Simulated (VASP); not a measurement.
A run of VASP 6.6.1 is set up as follows.

Contents of POSCAR:

```
TiO2
1.0
    4.5940000000      0.0000000000      0.0000000000
    0.0000000000      4.5940000000      0.0000000000
    0.0000000000      0.0000000000      2.9590000000
Ti O
2 4
Direct
    0.0000000000      0.0000000000      0.0000000000
    0.5000000000      0.5000000000      0.5000000000
    0.3048000000      0.3048000000      0.0000000000
    0.6952000000      0.6952000000      0.0000000000
    0.8048000000      0.1952000000      0.5000000000
    0.1952000000      0.8048000000      0.5000000000
```

Contents of INCAR.step1:

```
  PREC = Accurate
  ENCUT = 500
  EDIFF = 1E-8
  ISMEAR = 0
  SIGMA = 0.01
  LREAL = False
  LASPH = True
  NELM = 100
  ALGO = Normal
  LWAVE = True
  LCHARG = False
  GGA = PE
```

File INCAR.step2:

```
  PREC = Accurate
  ENCUT = 500
  EDIFF = 1E-8
  ISMEAR = 0
  SIGMA = 0.01
  LREAL = False
  LASPH = True
  NELM = 1
  ALGO = Exact
  LWAVE = True
  LCHARG = False
  GGA = PE
  NBANDS = 210
  LOPTICS = True
  ISTART = 1
```

Contents of INCAR.step3:

```
  PREC = Accurate
  ENCUT = 500
  EDIFF = 1E-8
  ISMEAR = 0
  SIGMA = 0.01
  LREAL = False
  LASPH = True
  ALGO = EVGW0
  LWAVE = False
  LCHARG = False
  GGA = PE
  NELMGW = 1
  NBANDS = 210
  ENCUTGW = 100.0
  NOMEGA = 48
  PRECFOCK = Fast
  ISTART = 1
  NBANDSGW = 32
```

KPOINTS

```
regular mesh
0
Gamma
  2 2 2
```

Potentials or basis: VASP PAW PBE potentials, release 64 (Ti_sv_GW, O_GW).

Command:

```bash
$ cat potpaw_PBE.64/Ti_sv_GW/POTCAR potpaw_PBE.64/O_GW/POTCAR > POTCAR
$ cp INCAR.step1 INCAR
$ mpirun -np 1 vasp_std > vasp.out
$ cp INCAR.step2 INCAR
$ mpirun -np 1 vasp_std > vasp.out
$ cp INCAR.step3 INCAR
$ mpirun -np 1 vasp_std > vasp.out
```

**Question.** Estimate the quasiparticle gap.

**Answer.** 3.11 eV.

**Question.** Predict the least direct quasiparticle gap.

**Answer.** 3.20 eV.

**Question.** Estimate the least direct gap of the starting levels on the mesh.

**Answer.** 1.69 eV.

**Question.** What does it give for the band gap of the starting levels on the mesh?

**Answer.** 1.69 eV.

Caveat: the k points lie up to 1.06 Å⁻¹ apart; bands, screening cutoff and mesh are small and nothing is extrapolated, so the quasiparticle values aren't converged.
